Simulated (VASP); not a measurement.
# Pb (P6_3/mmc) in VASP: further runs, part 2 of 3

VASP 6.6.1.

## Step 3: Single point, PBEsol

This run uses another cell than the first one, of 29.31 Å³/atom.

The input, POSCAR:

```
Pb
1.0
    3.4800006906      0.0000000000      0.0000000000
   -1.7400003453      3.0137690032      0.0000000000
    0.0000000000      0.0000000000      5.5900000000
Pb
2
Direct
    0.3333333333      0.6666666667      0.2500000000
    0.6666666667      0.3333333333      0.7500000000
```

The input, INCAR.step1:

```
SYSTEM = Pb
PREC     = Accurate       ! precision mode
ENCUT    = 520            ! plane-wave cutoff, eV
EDIFF    = 1E-7           ! SCF threshold, eV
ISMEAR   = -1             ! smearing method
SIGMA    = 0.05           ! smearing width, eV
LREAL    = .False.        ! projectors in reciprocal space
LASPH    = .True.         ! aspherical terms in the spheres
NELM     = 100            ! most SCF steps
ALGO     = Normal         ! electronic algorithm
ISIF     = 2              ! what is computed and relaxed
LWAVE    = .False.        ! write WAVECAR
LCHARG   = .True.         ! write CHGCAR
GGA      = PS             ! functional
NBANDS   = 21             ! bands
```

The input, KPOINTS.step1:

```
Automatic mesh
0
Gamma
  12 12 7
  0 0 0
```

The input, INCAR.step2:

```
SYSTEM = Pb
PREC     = Accurate       ! precision mode
ENCUT    = 520            ! plane-wave cutoff, eV
EDIFF    = 1E-7           ! SCF threshold, eV
ISMEAR   = -5             ! smearing method
SIGMA    = 0.05           ! smearing width, eV
LREAL    = .False.        ! projectors in reciprocal space
LASPH    = .True.         ! aspherical terms in the spheres
NELM     = 100            ! most SCF steps
ALGO     = Normal         ! electronic algorithm
ISIF     = 2              ! what is computed and relaxed
LWAVE    = .False.        ! write WAVECAR
LCHARG   = .False.        ! write CHGCAR
GGA      = PS             ! functional
LORBIT   = 11             ! projections on sites
NEDOS    = 2001           ! points of the DOS
ICHARG   = 11             ! starting density
```

The input, KPOINTS.step2:

```
Automatic mesh
0
Gamma
  18 18 11
  0 0 0
```

Potentials or basis: VASP PAW PBE potentials, release 64 (Pb_d).

The run is started by

```console
$ cat potpaw_PBE.64/Pb_d/POTCAR > POTCAR
$ cp INCAR.step1 INCAR
$ cp KPOINTS.step1 KPOINTS
$ mpirun -np 1 vasp_std > vasp.out
$ cp INCAR.step2 INCAR
$ cp KPOINTS.step2 KPOINTS
$ mpirun -np 1 vasp_std > vasp.out
```

OUTCAR:

```text
SYSTEM = Pb
   PREC = Accurate
   ENCUT = 520
   EDIFF = 1E-7
   ISMEAR = -5
   LREAL = .False.
   LASPH = .True.
   NELM = 100
   ISIF = 2
   GGA = PS
   LORBIT = 11
   ICHARG = 11

 ion  position               nearest neighbor table
   1  0.333  0.667  0.250-   2 3.44   2 3.44   2 3.44   2 3.44   2 3.44   2 3.44
   2  0.667  0.333  0.750-   1 3.44   1 3.44   1 3.44   1 3.44   1 3.44   1 3.44

  LATTYP: Found a hexagonal cell.
 ALAT       =     3.4800006906
 C/A-ratio  =     1.6063215203

  Lattice vectors:

 A1 = (   3.4800006906,   0.0000000000,   0.0000000000)
 A2 = (  -1.7400003453,   3.0137690032,   0.0000000000)
 A3 = (   0.0000000000,   0.0000000000,   5.5900000000)

Analysis of symmetry for initial positions (statically):
=====================================================================
 Subroutine PRICEL returns:
 Original cell was already a primitive cell.

 Routine SETGRP: Setting up the symmetry group for a
 hexagonal supercell.

 Subroutine GETGRP returns: Found 24 space group operations
 (whereof 12 operations were pure point group operations)
 out of a pool of 24 trial point group operations.

[... 167 lines left out ...]

 val. band max:        7.6485412158   @ k =   0.2778   0.2778   0.0909
 cond. band min:       7.3748108651   @ k =   0.3333   0.2222   0.4545
 fundamental gap:     -0.2737303507
 Fermi energy:         7.4413720452

 k-point     1 :       0.0000    0.0000    0.0000
  band No.  band energies     occupation
      1      -9.5780      2.00000
      2      -9.5287      2.00000
      3      -9.5070      2.00000
      4      -9.5070      2.00000
      5      -9.4817      2.00000
      6      -9.4817      2.00000
[... 481 lines left out ...]
      5      -9.3980      2.00000
      6      -9.3971      2.00000
[... 10 lines left out ...]
     17       9.6671      0.00000
     18      11.9125      0.00000

 [... further k-points ...]
[... 5 lines left out ...]
  --------------------------------------------------------------------------------------
  -------------------------------------------------------------------------------------
  Total        0.3464125      0.3464125      0.4783097      0.0000000      0.0000000      0.0000000
  in kB        9.4667978      9.4667978     13.0712972      0.0000000      0.0000000      0.0000000
  external PRESSURE =      10.6682976 kB  Pullay stress =       0.0000000 kB

 VOLUME and BASIS-vectors are now :
 -----------------------------------------------------------------------------
  energy-cutoff  :      520.00
  volume of cell :       58.63
      direct lattice vectors                 reciprocal lattice vectors
     3.480000691  0.000000000  0.000000000     0.287356265  0.165905217  0.000000000
    -1.740000345  3.013769003  0.000000000     0.000000000  0.331810434  0.000000000
     0.000000000  0.000000000  5.590000000     0.000000000  0.000000000  0.178890877

 POSITION                                       TOTAL-FORCE (eV/Angst)
 -----------------------------------------------------------------------------------
     -0.00000      2.00918      1.39750        -0.000000     -0.000000      0.000000
      1.74000      1.00459      4.19250         0.000000      0.000000      0.000000
 -----------------------------------------------------------------------------------
    total drift:                               -0.000000      0.000000      0.000000

  FREE ENERGIE OF THE ION-ELECTRON SYSTEM (eV)
  ---------------------------------------------------
  free  energy   TOTEN  =        -7.9655951056 eV

  energy  without entropy=       -7.9655951056  energy(sigma->0) =       -7.96559511

 total charge

# of ion       s       p       d       tot
------------------------------------------
    1        1.389   0.760   9.810  11.958
    2        1.389   0.760   9.810  11.958
--------------------------------------------------
tot          2.778   1.519  19.620  23.917
```

OUTCAR.step1:

```text
SYSTEM = Pb
   PREC = Accurate
   ENCUT = 520
   EDIFF = 1E-7
   ISMEAR = -1
   LREAL = .False.
[... 801 lines left out ...]
     -0.00000      2.00918      1.39750         0.000000      0.000000      0.000000
      1.74000      1.00459      4.19250         0.000000     -0.000000      0.000000
 -----------------------------------------------------------------------------------
    total drift:                               -0.000000      0.000000      0.000000

  FREE ENERGIE OF THE ION-ELECTRON SYSTEM (eV)
  ---------------------------------------------------
  free  energy   TOTEN  =        -7.9597915019 eV

  energy  without entropy=       -7.9483653488  energy(sigma->0) =       -7.95407843
```

OSZICAR.step1:

```text
N       E                     dE             d eps       ncg     rms          rms(c)
DAV:   1     0.292791562385E+03    0.29279E+03   -0.14270E+04  3197   0.165E+03
DAV:   2     0.130540442427E+02   -0.27974E+03   -0.27304E+03  3207   0.407E+02
DAV:   3    -0.734297631574E+01   -0.20397E+02   -0.20180E+02  3889   0.136E+02
DAV:   4    -0.796700477557E+01   -0.62403E+00   -0.62367E+00  3841   0.267E+01
DAV:   5    -0.799774120348E+01   -0.30736E-01   -0.30736E-01  4399   0.545E+00    0.874E-01
DAV:   6    -0.796792737630E+01    0.29814E-01   -0.51926E-02  4355   0.314E+00    0.409E-01
DAV:   7    -0.796030872763E+01    0.76186E-02   -0.18854E-02  4480   0.183E+00    0.131E-01
DAV:   8    -0.795979518632E+01    0.51354E-03   -0.10854E-03  4336   0.461E-01    0.141E-02
DAV:   9    -0.795979129296E+01    0.38934E-05   -0.42368E-05  4506   0.969E-02    0.627E-03
DAV:  10    -0.795979141785E+01   -0.12489E-06   -0.27518E-06  4617   0.190E-02    0.853E-04
DAV:  11    -0.795979150192E+01   -0.84078E-07   -0.14493E-07  2507   0.550E-03
   1 F= -.79597915E+01 E0= -.79540784E+01  d E =-.114262E-01
```

Run time: 5.3 min. Hardware: 1 thread of Intel Xeon 8259CL, shared host; peak memory 0.33 GiB.

Results:

* Valence electrons inside the program's atomic spheres: Pb 11.96

Caveat: the PAW data sets were made with another functional, which shifts forces and pressure a little; spin-orbit coupling is left out, which moves the levels of the heavy elements.

## Step 4: Electric field gradients, PBEsol (zz strain of +1 %)

The input, INCAR:

```
SYSTEM = Pb
ALGO = Normal
EDIFF = 1E-8
ENCUT = 520
GGA = PS
ISIF = 2
ISMEAR = -1
LASPH = .TRUE.
LCHARG = .FALSE.
LEFG = .TRUE.
LREAL = .FALSE.
LWAVE = .FALSE.
NBANDS = 21
NELM = 80
PREC = Accurate
SIGMA = 0.05
```

The input, KPOINTS:

```
k-points
0
G
  12 12 7
  0 0 0
```

Edit POSCAR of step 3 so:

```diff
@@ -4,3 +4,3 @@
    -1.7400003453      3.0137690032      0.0000000000
-    0.0000000000      0.0000000000      5.5900000000
+    0.0000000000      0.0000000000      5.6459000000
 Pb
```

Potentials or basis: VASP PAW PBE potentials, release 64 (Pb_d).

The run is started by

```console
$ cat potpaw_PBE.64/Pb_d/POTCAR > POTCAR
$ mpirun -np 1 vasp_std > vasp.out
```

OUTCAR:

```text
SYSTEM = Pb
   EDIFF = 1E-8
   ENCUT = 520
   GGA = PS
   ISIF = 2
   ISMEAR = -1
   LASPH = .TRUE.
   LREAL = .FALSE.
   NELM = 80
   PREC = Accurate

 ion  position               nearest neighbor table
   1  0.333  0.667  0.250-   2 3.46   2 3.46   2 3.46   2 3.46   2 3.46   2 3.46
   2  0.667  0.333  0.750-   1 3.46   1 3.46   1 3.46   1 3.46   1 3.46   1 3.46

  LATTYP: Found a hexagonal cell.
 ALAT       =     3.4800006906
 C/A-ratio  =     1.6223847355

  Lattice vectors:

 A1 = (   3.4800006906,   0.0000000000,   0.0000000000)
 A2 = (  -1.7400003453,   3.0137690032,   0.0000000000)
 A3 = (   0.0000000000,   0.0000000000,   5.6459000000)

Analysis of symmetry for initial positions (statically):
=====================================================================
 Subroutine PRICEL returns:
 Original cell was already a primitive cell.

 Routine SETGRP: Setting up the symmetry group for a
 hexagonal supercell.
[... 767 lines left out ...]
  volume of cell :       59.21
      direct lattice vectors                 reciprocal lattice vectors
     3.480000691  0.000000000  0.000000000     0.287356265  0.165905217  0.000000000
    -1.740000345  3.013769003  0.000000000     0.000000000  0.331810434  0.000000000
     0.000000000  0.000000000  5.645900000     0.000000000  0.000000000  0.177119680

 POSITION                                       TOTAL-FORCE (eV/Angst)
 -----------------------------------------------------------------------------------
     -0.00000      2.00918      1.41148         0.000000     -0.000000      0.000000
      1.74000      1.00459      4.23442        -0.000000      0.000000      0.000000
 -----------------------------------------------------------------------------------
    total drift:                                0.000000     -0.000000      0.000000

  FREE ENERGIE OF THE ION-ELECTRON SYSTEM (eV)
  ---------------------------------------------------
  free  energy   TOTEN  =        -7.9631876674 eV

  energy  without entropy=       -7.9512792042  energy(sigma->0) =       -7.95723344

 Electric field gradients (V/A^2)
---------------------------------------------------------------------
 ion       V_xx      V_yy      V_zz      V_xy      V_xz      V_yz
---------------------------------------------------------------------
   1       6.899     6.899   -13.799    -0.000     0.000    -0.000
   2       6.899     6.899   -13.799    -0.000    -0.000     0.000
---------------------------------------------------------------------

 Electric field gradients after diagonalization (V/A^2)
 (convention: |V_zz| > |V_xx| > |V_yy|)
----------------------------------------------------------------------
 ion       V_xx      V_yy      V_zz     asymmetry (V_yy - V_xx)/ V_zz
----------------------------------------------------------------------
   1       6.900     6.899   -13.799       0.000
   2       6.900     6.899   -13.799       0.000
----------------------------------------------------------------------

           NMR quadrupolar parameters

 Cq : quadrupolar parameter    Cq=e*Q*V_zz/h
 eta: asymmetry parameters     (V_yy - V_xx)/ V_zz
 Q  : nuclear electric quadrupole moment in mb (millibarn)
----------------------------------------------------------------------
 ion       Cq(MHz)       eta       Q (mb)
----------------------------------------------------------------------
   1      -0.033       0.000       1.000
   2      -0.033       0.000       1.000
----------------------------------------------------------------------
```

OSZICAR:

```text
N       E                     dE             d eps       ncg     rms          rms(c)
DAV:   1     0.296469075219E+03    0.29647E+03   -0.14251E+04  3192   0.164E+03
DAV:   2     0.135805264238E+02   -0.28289E+03   -0.27598E+03  3212   0.410E+02
DAV:   3    -0.732171384170E+01   -0.20902E+02   -0.20664E+02  3885   0.137E+02
DAV:   4    -0.796737883890E+01   -0.64566E+00   -0.64528E+00  3869   0.272E+01
DAV:   5    -0.799978368104E+01   -0.32405E-01   -0.32404E-01  4442   0.561E+00    0.855E-01
DAV:   6    -0.797095325213E+01    0.28830E-01   -0.51501E-02  4306   0.310E+00    0.400E-01
DAV:   7    -0.796368039521E+01    0.72729E-02   -0.18377E-02  4500   0.179E+00    0.131E-01
DAV:   8    -0.796319259723E+01    0.48780E-03   -0.10599E-03  4354   0.457E-01    0.147E-02
DAV:   9    -0.796318719491E+01    0.54023E-05   -0.36473E-05  4458   0.928E-02    0.613E-03
DAV:  10    -0.796318761044E+01   -0.41552E-06   -0.24017E-06  4389   0.161E-02    0.775E-04
DAV:  11    -0.796318767960E+01   -0.69165E-07   -0.14158E-07  4478   0.500E-03    0.151E-04
DAV:  12    -0.796318766540E+01    0.14206E-07   -0.68074E-09  2434   0.137E-03    0.411E-05
DAV:  13    -0.796318766745E+01   -0.20532E-08   -0.12052E-09  2276   0.529E-04
   1 F= -.79631877E+01 E0= -.79572334E+01  d E =-.119085E-01
```

stdout:

```text
POSCAR found type information on POSCAR Pb
 POSCAR found :  1 types and       2 ions
 scaLAPACK will be used
 -----------------------------------------------------------------------------
|                                                                             |
|                                                                             |
|     You enforced a specific xc type in the INCAR file but a different       |
|     I HOPE YOU KNOW WHAT YOU ARE DOING!                                     |
|                                                                             |
 -----------------------------------------------------------------------------

 LDA part: xc-table for (Slater+PW92), standard interpolation
 POSCAR, INCAR and KPOINTS ok, starting setup
 FFT: planning ... GRIDC
 FFT: planning ... GRID_SOFT
 FFT: planning ... GRID
 WAVECAR not read
 entering main loop
ion   1

ion   2
```

Run time: 85 s. Hardware: 1 thread of Intel Xeon Platinum 8259CL at 2.50GHz (Skylake/Cascade Lake), shared host; peak memory 0.21 GiB.

What came out:

* Free energy: -7.9632 eV
* Pressure: 0.4 GPa
* Band gap on the k mesh: zero (bands 14 and 15 overlap by 7.74 eV)
* Largest electric field gradient by atom: Pb -13.8 V/Å²

Stress tensor (GPa, compression positive):
```
0.26 0.00 0.00
0.00 0.26 0.00
0.00 0.00 0.75
```

Electric field gradients, principal values (V/Å²):
```
atom  least  middle  greatest (by size)
1 Pb  6.899   6.900             -13.799
2 Pb  6.899   6.900             -13.799
```

Caveat: the cell differs from its parent crystal (zz strain of +1 %); without QUAD_EFG the Cq values of the log hold for a quadrupole moment of 1 mb, not for the nuclei; the PAW data sets were made with another functional, which shifts forces and pressure a little; spin-orbit coupling is left out, which moves the levels of the heavy elements.

## Step 5: Electric field gradients, PBEsol (zz strain of +1 %)

The input, INCAR:

```
PREC = Accurate ; ENCUT = 520
EDIFF = 1E-8 ; ISMEAR = -1
SIGMA = 0.05 ; LREAL = F
LASPH = T ; NELM = 80
ALGO = Normal ; ISIF = 2
LWAVE = F ; LCHARG = F
GGA = PS ; LEFG = T
NBANDS = 21
```

The input, KPOINTS:

```
regular mesh
0
Gamma
  12 12 7
```

POSCAR is that of step 4.

Potentials or basis: VASP PAW PBE potentials, release 64 (Pb_d).

The run is started by

```console
$ cat potpaw_PBE.64/Pb_d/POTCAR > POTCAR
$ mpirun -np 1 vasp_std > vasp.out
```

OUTCAR:

```text
PREC = Accurate
   ENCUT = 520
   EDIFF = 1E-8
   ISMEAR = -1
   LREAL = F
   LASPH = T
   NELM = 80
   ISIF = 2
   GGA = PS

 ion  position               nearest neighbor table
   1  0.333  0.667  0.250-   2 3.46   2 3.46   2 3.46   2 3.46   2 3.46   2 3.46
   2  0.667  0.333  0.750-   1 3.46   1 3.46   1 3.46   1 3.46   1 3.46   1 3.46

  LATTYP: Found a hexagonal cell.
 ALAT       =     3.4800006906
 C/A-ratio  =     1.6223847355

  Lattice vectors:

[... 790 lines left out ...]

  FREE ENERGIE OF THE ION-ELECTRON SYSTEM (eV)
  ---------------------------------------------------
  free  energy   TOTEN  =        -7.9631876674 eV

  energy  without entropy=       -7.9512792042  energy(sigma->0) =       -7.95723344

 Electric field gradients (V/A^2)
---------------------------------------------------------------------
 ion       V_xx      V_yy      V_zz      V_xy      V_xz      V_yz
---------------------------------------------------------------------
   1       6.899     6.899   -13.799    -0.000     0.000    -0.000
   2       6.899     6.899   -13.799    -0.000    -0.000     0.000
---------------------------------------------------------------------

 Electric field gradients after diagonalization (V/A^2)
 (convention: |V_zz| > |V_xx| > |V_yy|)
----------------------------------------------------------------------
 ion       V_xx      V_yy      V_zz     asymmetry (V_yy - V_xx)/ V_zz
----------------------------------------------------------------------
   1       6.900     6.899   -13.799       0.000
   2       6.900     6.899   -13.799       0.000
----------------------------------------------------------------------

           NMR quadrupolar parameters

 Cq : quadrupolar parameter    Cq=e*Q*V_zz/h
 eta: asymmetry parameters     (V_yy - V_xx)/ V_zz
 Q  : nuclear electric quadrupole moment in mb (millibarn)
----------------------------------------------------------------------
 ion       Cq(MHz)       eta       Q (mb)
----------------------------------------------------------------------
   1      -0.033       0.000       1.000
   2      -0.033       0.000       1.000
----------------------------------------------------------------------
```

It took 72 s on 1 thread of Intel Xeon Platinum 8259CL at 2.50GHz (Skylake/Cascade Lake), shared host; peak memory 0.22 GiB.

Results:

```
Free energy                             : -7.9632 eV
Pressure                                : 0.4 GPa
Band gap on the k mesh                  : zero (bands 14 and 15 overlap by 7.74 eV)
Largest electric field gradient by atom : Pb -13.8 V/Å²
```

Electric field gradients, principal values (V/Å²):
```
atom  least  middle  greatest (by size)
1 Pb  6.899   6.900             -13.799
2 Pb  6.899   6.900             -13.799
```

Caveat: the cell differs from its parent crystal (zz strain of +1 %); without QUAD_EFG the Cq values of the log hold for a quadrupole moment of 1 mb, not for the nuclei; the PAW data sets were made with another functional, which shifts forces and pressure a little; spin-orbit coupling is left out, which moves the levels of the heavy elements.

(Continued in part 3 of 3.)

The gap in the log of VASP goes by the Fermi energy; the results here count the filled bands.